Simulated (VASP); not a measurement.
# LiCl (I4/mmm) in VASP: a series of runs, part 3 of 3

VASP 6.6.1. Earlier steps stand in the parts before.

### Step 6. Single point, PBE (strain +0.0200 x Voigt [1, 1, 0, 0, 0, 0])

Contents of INCAR:

```
SYSTEM = LiCl
PREC = Accurate
ENCUT = 520
EDIFF = 1E-6
ISMEAR = 0
SIGMA = 0.05
LREAL = .False.
LASPH = .True.
NELM = 80
ALGO = Normal
ISIF = 2
LWAVE = .False.
LCHARG = .False.
GGA = PE
NBANDS = 12
```

Contents of KPOINTS:

```
Automatic mesh
0
Gamma
  8 8 8
  0 0 0
```

Contents of POSCAR:

```
LiCl
1.0
    0.0000000000      2.6160552000      2.5647600000
    2.6160552000      0.0000000000      2.5647600000
    2.6160552000      2.6160552000      0.0000000000
Li Cl
1 1
Direct
    0.0000000000      0.0000000000      0.0000000000
    0.5000000000      0.5000000000      0.5000000000
```

Potentials or basis: VASP PAW PBE potentials, release 64 (Li_sv, Cl).

Started as:

```
$ cat potpaw_PBE.64/Li_sv/POTCAR potpaw_PBE.64/Cl/POTCAR > POTCAR
$ mpirun -np 1 vasp_std > vasp.out
```

Run time: 19 s. Hardware: 1 thread of Intel Xeon Platinum 8488C (Sapphire Rapids), shared host; peak memory 0.15 GiB.

Results (log left out):

- Free energy: -7.3829 eV
- Band gap on the k mesh: 6.10 eV, direct

Levels at points of the mesh, in eV from the valence-band top:
```tsv
k point	band 3	band 4	band 5	band 6	band 7	band 8
(0.00, 0.00, 0.00)	-0.06	0.00	0.00	6.10	11.83	11.83
(0.50, 0.00, 0.00)	-2.67	-0.28	-0.23	6.70	9.38	9.54
(0.50, 0.50, 0.00)	-2.74	-1.08	-1.08	7.76	8.27	12.27
(0.50, 0.00, 0.50)	-2.73	-1.09	-0.97	7.79	8.36	12.00
```

Caveat: the cell differs from its parent crystal (strain +0.0200 x Voigt [1, 1, 0, 0, 0, 0]); the cutoff is under 1.25 times the usual one of these potentials, so pressure, stress and relaxed cells hold a basis-set (Pulay) error. A k mesh can miss the band edges.

### Step 7. Single point, PBE (strain +0.0300 x Voigt [1, 1, 0, 0, 0, 0])

Contents of INCAR:

```
  PREC = Accurate
  ENCUT = 520
  EDIFF = 1E-6
  ISMEAR = 0
  SIGMA = 0.05
  LREAL = F
  LASPH = T
  NELM = 80
  ALGO = Normal
  ISIF = 2
  LWAVE = F
  LCHARG = F
  GGA = PE
  NBANDS = 12
```

Contents of KPOINTS:

```
regular mesh
0
Gamma
  8 8 8
```

Contents of POSCAR:

```
LiCl
1.0
    0.0000000000      2.6417028000      2.5647600000
    2.6417028000      0.0000000000      2.5647600000
    2.6417028000      2.6417028000      0.0000000000
Li Cl
1 1
Direct
    0.0000000000      0.0000000000      0.0000000000
    0.5000000000      0.5000000000      0.5000000000
```

Potentials or basis: VASP PAW PBE potentials, release 64 (Li_sv, Cl).

Started as:

```
$ cat potpaw_PBE.64/Li_sv/POTCAR potpaw_PBE.64/Cl/POTCAR > POTCAR
$ mpirun -np 1 vasp_std > vasp.out
```

OUTCAR:

```text
PREC = Accurate
   ENCUT = 520
   EDIFF = 1E-6
   ISMEAR = 0
   LREAL = F
   LASPH = T
   NELM = 80
   ISIF = 2
   GGA = PE

 ion  position               nearest neighbor table
   1  0.000  0.000  0.000-   2 2.56   2 2.56
   2  0.500  0.500  0.500-   1 2.56   1 2.56

  LATTYP: Found a body centered tetragonal cell.
 ALAT       =     3.7359319275
 C/A-ratio  =     1.3730228761

  Lattice vectors:

 A1 = (   0.0000000000,  -2.6417028000,  -2.5647600000)
 A2 = (   0.0000000000,   2.6417028000,  -2.5647600000)
 A3 = (   2.6417028000,   0.0000000000,   2.5647600000)

Analysis of symmetry for initial positions (statically):
=====================================================================
 Subroutine PRICEL returns:
 Original cell was already a primitive cell.

 Routine SETGRP: Setting up the symmetry group for a
 body centered tetragonal supercell.

 Subroutine GETGRP returns: Found 16 space group operations
 (whereof 16 operations were pure point group operations)
 out of a pool of 16 trial point group operations.

The static configuration has the point symmetry D_4h.

Analysis of symmetry for dynamics (positions and initial velocities):
=====================================================================
 Subroutine PRICEL returns:
 Original cell was already a primitive cell.

 Routine SETGRP: Setting up the symmetry group for a
 body centered tetragonal supercell.

 Subroutine GETGRP returns: Found 16 space group operations
 (whereof 16 operations were pure point group operations)
 out of a pool of 16 trial point group operations.

The dynamic configuration has the point symmetry D_4h.

 Subroutine INISYM returns: Found 16 space group operations
 (whereof 16 operations are pure point group operations),
 and found     1 'primitive' translations

----------------------------------------------------------------------------------------

                                     Primitive cell

  volume of cell :      35.7968

[... 117 lines left out ...]
   LEPSILON=     F    determine dielectric tensor
   LRPA    =     F    only Hartree local field effects (RPA)
 non-spin polarized calculation
 Gauss-broadening in eV      SIGMA  =   0.05
  energy-cutoff  :      520.00
  volume of cell :       35.80
 maximum number of plane-waves:       982
   NGX = 13   NGY = 13   NGZ = 13

 number of electron      10.0000006 magnetization

 Free energy of the ion-electron system (eV)
  ---------------------------------------------------
  ext. energy  EPLUGINS =         0.00000000
  ---------------------------------------------------
  free energy    TOTEN  =        -7.37748578 eV

  energy without entropy =       -7.37748578  energy(sigma->0) =       -7.37748578

 E-fermi :   0.5421     XC(G=0):  -8.4769

 val. band max:        0.1780881340   @ k =   0.0000   0.0000   0.0000
 cond. band min:       6.1682220538   @ k =   0.0000   0.0000   0.0000
 fundamental gap:      5.9901339198
 Fermi energy:         0.5421444981

 k-point     1 :       0.0000    0.0000    0.0000
  band No.  band energies     occupation
      1     -43.4803      2.00000
      2     -13.0484      2.00000
      3       0.0943      2.00000
      4       0.1781      2.00000
      5       0.1781      2.00000
      6       6.1682      0.00000
      7      11.9588      0.00000
      8      11.9588      0.00000
      9      12.2040      0.00000
     10      14.1417      0.00000
     11      14.1417      0.00000
     12      14.4026      0.00000
[... 331 lines left out ...]
 k-point    24 :       0.3750    0.0000    0.1250
  band No.  band energies     occupation
      1     -43.4787      2.00000
      2     -12.6458      2.00000
      3      -1.8532      2.00000
      4      -0.2773      2.00000
      5      -0.2204      2.00000
      6       7.6575      0.00000
      7       9.6149      0.00000
      8      10.7509      0.00000
      9      11.0068      0.00000
     10      14.1129      0.00000
     11      16.1849      0.00000
     12      16.7360      0.00000

 [... further k-points ...]

------------------------ aborting loop because EDIFF is reached ----------------------------------------

  FORCE on cell =-STRESS in cart. coord.  units (eV):
  Direction    XX          YY          ZZ          XY          YZ          ZX
  --------------------------------------------------------------------------------------
  -------------------------------------------------------------------------------------
  Total       -0.3609866     -0.3609866     -0.2172555      0.0000000     -0.0000000     -0.0000000
  in kB      -16.1568602    -16.1568602     -9.7238161      0.0000000     -0.0000000     -0.0000000
  external PRESSURE =     -14.0125122 kB  Pullay stress =       0.0000000 kB

 VOLUME and BASIS-vectors are now :
 -----------------------------------------------------------------------------
  energy-cutoff  :      520.00
  volume of cell :       35.80
      direct lattice vectors                 reciprocal lattice vectors
     0.000000000  2.641702800  2.564760000    -0.189271859  0.189271859  0.194950015
     2.641702800  0.000000000  2.564760000     0.189271859 -0.189271859  0.194950015
     2.641702800  2.641702800  0.000000000     0.189271859  0.189271859 -0.194950015

 POSITION                                       TOTAL-FORCE (eV/Angst)
 -----------------------------------------------------------------------------------
      0.00000      0.00000      0.00000        -0.000000      0.000000      0.000000
      2.64170      2.64170      2.56476         0.000000     -0.000000      0.000000
 -----------------------------------------------------------------------------------
    total drift:                                0.000000      0.000000      0.000000

  FREE ENERGIE OF THE ION-ELECTRON SYSTEM (eV)
  ---------------------------------------------------
  free  energy   TOTEN  =        -7.3774857751 eV

  energy  without entropy=       -7.3774857751  energy(sigma->0) =       -7.37748578
```

stdout:

```text
POSCAR found type information on POSCAR LiCl
 POSCAR found :  2 types and       2 ions
 scaLAPACK will be used
 LDA part: xc-table for (Slater+PW92), standard interpolation
 POSCAR, INCAR and KPOINTS ok, starting setup
 FFT: planning ... GRIDC
 FFT: planning ... GRID_SOFT
 FFT: planning ... GRID
 WAVECAR not read
 entering main loop
```

Run time: 19 s. Hardware: 1 thread of Intel Xeon Platinum 8488C (Sapphire Rapids), shared host; peak memory 0.15 GiB.

Results:

```
Free energy            : -7.3775 eV
Band gap on the k mesh : 5.99 eV, direct
```

Levels at points of the mesh, in eV from the valence-band top:
```tsv
k point	band 3	band 4	band 5	band 6	band 7	band 8
(0.00, 0.00, 0.00)	-0.08	0.00	0.00	5.99	11.78	11.78
(0.50, 0.00, 0.00)	-2.61	-0.29	-0.23	6.67	9.32	9.56
(0.50, 0.50, 0.00)	-2.66	-1.08	-1.08	7.70	8.26	12.19
(0.50, 0.00, 0.50)	-2.66	-1.09	-0.90	7.75	8.39	11.79
```

Caveat: the cell differs from its parent crystal (strain +0.0300 x Voigt [1, 1, 0, 0, 0, 0]); the cutoff is under 1.25 times the usual one of these potentials, so pressure, stress and relaxed cells hold a basis-set (Pulay) error. A k mesh can miss the band edges.

### Step 8. Summary

```tsv
cell	gap on the mesh (eV)
a = 3.555, b = 3.555, c = 3.482 Å, angles 60.7, 60.7, 58.6°, 2 atoms	6.76
a = 3.591, b = 3.591, c = 3.555 Å, angles 60.3, 60.3, 59.3°, 2 atoms	6.54
a = 3.609, b = 3.609, c = 3.591 Å, angles 60.2, 60.2, 59.7°, 2 atoms	6.44
a = 3.645, b = 3.645, c = 3.663 Å, angles 59.8, 59.8, 60.3°, 2 atoms	6.22
a = 3.664, b = 3.664, c = 3.700 Å, angles 59.7, 59.7, 60.7°, 2 atoms	6.10
a = 3.682, b = 3.682, c = 3.736 Å, angles 59.5, 59.5, 61.0°, 2 atoms	5.99
```

Alike in all rows: task single point; level PBE; potentials or basis VASP PAW PBE potentials, release 64 (Li_sv, Cl); no spin polarisation; k mesh 8 × 8 × 8; cutoff (eV) 520; smearing gaussian 0.05 eV.

Caveats: the cutoff is under 1.25 times the usual one of these potentials, so pressure, stress and relaxed cells hold a basis-set (Pulay) error.

Total energies depend on the potentials used, so only differences within one code and one set of settings carry meaning.
